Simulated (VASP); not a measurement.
# CdSe (zincblende type) (F-43m) in VASP: further runs

Runs on CdSe (zincblende type). Level: LDA. Tasks: single point.

All numbers are computed with VASP 6.6.1; they aren't measurements. Logs are shortened: lines on timing, memory, paths and dates and some standing lists are left out, and cuts for length are marked.

## 1. The cell of the first run

It takes space group F-43m (No. 216, cubic). Conventional cell: a = 5.178 Å, b = 5.178 Å, c = 5.178 Å, α = 90.00°, β = 90.00°, γ = 90.00°. Within 3.0 Å of Cd (site symmetry -43m) lie 4 Se at 2.24 Å. Se (site symmetry -43m) has 4 Cd at 2.24 Å within 3.0 Å.

## 2. Single point, LDA (volume scaled by 0.64)

File INCAR:

```
SYSTEM = CdSe
PREC     = Accurate       ! precision mode
ENCUT    = 520            ! plane-wave cutoff, eV
EDIFF    = 1E-6           ! SCF threshold, eV
ISMEAR   = -1             ! smearing method
SIGMA    = 0.05           ! smearing width, eV
LREAL    = .False.        ! projectors in reciprocal space
LASPH    = .True.         ! aspherical terms in the spheres
NELM     = 80             ! most SCF steps
ALGO     = Normal         ! electronic algorithm
ISIF     = 2              ! what is computed and relaxed
LWAVE    = .False.        ! write WAVECAR
LCHARG   = .False.        ! write CHGCAR
GGA      = CA             ! functional
NBANDS   = 16             ! bands
```

File KPOINTS:

```
regular mesh
0
Gamma
  11 11 11
  0 0 0
```

File POSCAR:

```
CdSe
1.0
    0.0000000000      2.5890941096      2.5890941096
    2.5890941096      0.0000000000      2.5890941096
    2.5890941096      2.5890941096      0.0000000000
Cd Se
1 1
Direct
    0.0000000000      0.0000000000      0.0000000000
    0.2500000000      0.2500000000      0.2500000000
```

Potentials or basis: VASP PAW LDA potentials, release 64 (Cd, Se).

On the command line:

```
> cat potpaw_LDA.64/Cd/POTCAR potpaw_LDA.64/Se/POTCAR > POTCAR
> mpirun -np 1 vasp_std > vasp.out
```

OUTCAR:

```text
SYSTEM = CdSe
   PREC = Accurate
   ENCUT = 520
   EDIFF = 1E-6
   ISMEAR = -1
   LREAL = .False.
   LASPH = .True.
   NELM = 80
   ISIF = 2
   GGA = CA

 ion  position               nearest neighbor table
   1  0.000  0.000  0.000-   2 2.24   2 2.24   2 2.24   2 2.24
   2  0.250  0.250  0.250-   1 2.24   1 2.24   1 2.24   1 2.24

  LATTYP: Found a face centered cubic cell.
 ALAT       =     5.1781882192

  Lattice vectors:

 A1 = (   0.0000000000,   2.5890941096,   2.5890941096)
 A2 = (   2.5890941096,   0.0000000000,   2.5890941096)
 A3 = (   2.5890941096,   2.5890941096,   0.0000000000)

Analysis of symmetry for initial positions (statically):
=====================================================================
 Subroutine PRICEL returns:
 Original cell was already a primitive cell.

 Routine SETGRP: Setting up the symmetry group for a
 face centered cubic supercell.

 Subroutine GETGRP returns: Found 24 space group operations
 (whereof 24 operations were pure point group operations)
 out of a pool of 48 trial point group operations.

The static configuration has the point symmetry T_d .

Analysis of symmetry for dynamics (positions and initial velocities):
=====================================================================
 Subroutine PRICEL returns:
 Original cell was already a primitive cell.

 Routine SETGRP: Setting up the symmetry group for a
 face centered cubic supercell.

 Subroutine GETGRP returns: Found 24 space group operations
 (whereof 24 operations were pure point group operations)
 out of a pool of 48 trial point group operations.

The dynamic configuration has the point symmetry T_d .

 Subroutine INISYM returns: Found 24 space group operations
 (whereof 24 operations are pure point group operations),
 and found     1 'primitive' translations

----------------------------------------------------------------------------------------

                                     Primitive cell

  volume of cell :      34.7115

  direct lattice vectors                    reciprocal lattice vectors
     0.000000000  2.589094110  2.589094110    -0.193117739  0.193117739  0.193117739
     2.589094110  0.000000000  2.589094110     0.193117739 -0.193117739  0.193117739
     2.589094110  2.589094110  0.000000000     0.193117739  0.193117739 -0.193117739

  length of vectors
[... 79 lines left out ...]
   LASPH  =      T    aspherical Exc in radial PAW
   ENCUT  =  520.0 eV  38.22 Ry    6.18 a.u.   6.81  6.81  6.81*2*pi/ulx,y,z
   NELM   =     80;   NELMIN=  2; NELMDL= -5     # of ELM steps
   EDIFF  = 0.1E-05   stopping-criterion for ELM
   LREAL  =      F    real-space projection
   EDIFFG = 0.1E-04   stopping-criterion for IOM
   NSW    =      0    number of steps for IOM
   IBRION =     -1    ionic relax: 0-MD 1-quasi-New 2-CG
   NFREE  =      0    steps in history (QN), initial steepest desc. (CG)
   ISIF   =      2    stress and relaxation
   ISYM   =      2    0-nonsym 1-usesym 2-fastsym
   POTIM  = 0.5000    time-step for ionic-motion
   TEBEG  =    0.0;   TEEND  =   0.0 temperature during run
   PSTRESS=    0.0 pullay stress
   NELECT =      18.0000    total number of electrons
   NUPDOWN=      -1.0000    fix difference up-down
   EMIN   =  10.00;   EMAX   =-10.00  energy-range for DOS
   EFERMI =   0.00;   METHOD = LEGACY
   ISMEAR =    -1;   SIGMA  =   0.05  broadening in eV -4-tet -1-fermi 0-gaus
   EFERMI_NEDOS =   21; number of points for ismear=-14 and -15
   IALGO  =     38    algorithm
   IMIX   =      4    mixing-type and parameters
     AMIX     =   0.40;   BMIX     =  1.00
     AMIX_MAG =   1.60;   BMIX_MAG =  1.00
  volume/ion in A,a.u.               =      17.36       117.12
  Fermi-wavevector in a.u.,A,eV,Ry     =   1.315249  2.485459 23.536429  1.729879
  Thomas-Fermi vector in A             =   2.445444
   LORBIT       =      0    0 simple, 1 ext, 2 COOP (PROOUT), +10 PAW based schemes
   GGA     = CA    functional components
   LHFCALC =     F    Hartree Fock is set to
   AEXX    =    0.0000 exact exchange contribution
   IVDW    =     0    specifies the selected vdW correction
   LEPSILON=     F    determine dielectric tensor
   LRPA    =     F    only Hartree local field effects (RPA)
 non-spin polarized calculation
  energy-cutoff  :      520.00
  volume of cell :       34.71
 maximum number of plane-waves:       950
   NGX = 13   NGY = 13   NGZ = 13

 number of electron      18.0000003 magnetization

 Free energy of the ion-electron system (eV)
  ---------------------------------------------------
  ext. energy  EPLUGINS =         0.00000000
  ---------------------------------------------------
  free energy    TOTEN  =        -3.66846627 eV

  energy without entropy =       -3.66846624  energy(sigma->0) =       -3.66846626

 E-fermi :   6.9621     XC(G=0): -11.6082

 val. band max:        6.3437197933   @ k =   0.0000   0.0000   0.0000
 cond. band min:       7.5163133194   @ k =   0.0000   0.0000   0.0000
 fundamental gap:      1.1725935261
 Fermi energy:         6.9620730394

 k-point     1 :       0.0000    0.0000    0.0000
  band No.  band energies     occupation
      1     -10.5115      2.00000
      2      -4.9029      2.00000
      3      -4.9029      2.00000
      4      -4.9029      2.00000
      5      -3.7411      2.00000
      6      -3.7411      2.00000
[... 433 lines left out ...]
      3      -4.6667      2.00000
      4      -4.5119      2.00000
      5      -3.8161      2.00000
      6      -3.6391      2.00000
[... 8 lines left out ...]
     15      18.8297      0.00000
     16      19.8395      0.00000

 [... further k-points ...]

------------------------ aborting loop because EDIFF is reached ----------------------------------------

  FORCE on cell =-STRESS in cart. coord.  units (eV):
  Direction    XX          YY          ZZ          XY          YZ          ZX
  --------------------------------------------------------------------------------------
  -------------------------------------------------------------------------------------
  Total       16.5474788     16.5474788     16.5474788     -0.0000000      0.0000000      0.0000000
  in kB      763.7811056    763.7811056    763.7811056     -0.0000000      0.0000000      0.0000000
  external PRESSURE =     763.7811056 kB  Pullay stress =       0.0000000 kB

 VOLUME and BASIS-vectors are now :
 -----------------------------------------------------------------------------
  energy-cutoff  :      520.00
  volume of cell :       34.71
      direct lattice vectors                 reciprocal lattice vectors
     0.000000000  2.589094110  2.589094110    -0.193117739  0.193117739  0.193117739
     2.589094110  0.000000000  2.589094110     0.193117739 -0.193117739  0.193117739
     2.589094110  2.589094110  0.000000000     0.193117739  0.193117739 -0.193117739

 POSITION                                       TOTAL-FORCE (eV/Angst)
 -----------------------------------------------------------------------------------
      0.00000      0.00000      0.00000         0.000000      0.000000      0.000000
      1.29455      1.29455      1.29455        -0.000000     -0.000000     -0.000000
 -----------------------------------------------------------------------------------
    total drift:                                0.000000      0.000000      0.000000

  FREE ENERGIE OF THE ION-ELECTRON SYSTEM (eV)
  ---------------------------------------------------
  free  energy   TOTEN  =        -3.6684662722 eV

  energy  without entropy=       -3.6684662422  energy(sigma->0) =       -3.66846626
```

stdout:

```text
POSCAR found type information on POSCAR CdSe
 POSCAR found :  2 types and       2 ions
 scaLAPACK will be used
 LDA part: xc-table for (Slater(with rela. corr.)+CA(PZ))
 , standard interpolation
 POSCAR, INCAR and KPOINTS ok, starting setup
 FFT: planning ... GRIDC
 FFT: planning ... GRID_SOFT
 FFT: planning ... GRID
 WAVECAR not read
 entering main loop
```

Wall time 12 s (1 thread of Intel Xeon 6975P-C (Granite Rapids), shared host); peak memory 0.15 GiB.

What came out:

- Free energy: -3.6685 eV
- Pressure: 76.4 GPa
- Band gap on the k mesh: 1.17 eV, direct

Levels at points of the mesh, in eV from the valence-band top:
```
           k point  band 5  band 6  band 7  band 8  band 9  band 10  band 11  band 12  band 13  band 14
(0.00, 0.00, 0.00)  -10.08  -10.08    0.00    0.00    0.00     1.17     5.26     5.26     5.26    11.08
```

## 3. Single point, LDA (volume scaled by 0.72)

File INCAR:

```
PREC     = Accurate       # precision mode
ENCUT    = 520            # plane-wave cutoff, eV
EDIFF    = 1E-6           # SCF threshold, eV
ISMEAR   = -1             # smearing method
SIGMA    = 0.05           # smearing width, eV
LREAL    = False          # projectors in reciprocal space
LASPH    = True           # aspherical terms in the spheres
NELM     = 100            # most SCF steps
ALGO     = Normal         # electronic algorithm
ISIF     = 2              # what is computed and relaxed
LWAVE    = False          # write WAVECAR
LCHARG   = False          # write CHGCAR
NBANDS   = 16             # bands
```

File KPOINTS:

```
Automatic mesh
0
Gamma
  11 11 11
```

File POSCAR:

```
CdSe
1.0
    0.0000000000      2.6927663868      2.6927663868
    2.6927663868      0.0000000000      2.6927663868
    2.6927663868      2.6927663868      0.0000000000
Cd Se
1 1
Direct
    0.0000000000      0.0000000000      0.0000000000
    0.2500000000      0.2500000000      0.2500000000
```

Potentials or basis: VASP PAW LDA potentials, release 64 (Cd, Se).

On the command line:

```
> cat potpaw_LDA.64/Cd/POTCAR potpaw_LDA.64/Se/POTCAR > POTCAR
> mpirun -np 1 vasp_std > vasp.out
```

It took 14 s on 1 thread of Intel Xeon 6975P-C (Granite Rapids), shared host; peak memory 0.16 GiB.

It converged, with:

- Free energy: -5.2432 eV
- Pressure: 42.9 GPa
- Band gap on the k mesh: 1.04 eV, direct

Levels at points of the mesh, in eV from the valence-band top:
```
           k point  band 6  band 7  band 8  band 9  band 10  band 11  band 12  band 13
(0.00, 0.00, 0.00)   -9.19    0.00    0.00    0.00     1.04     5.50     5.50     5.50
```
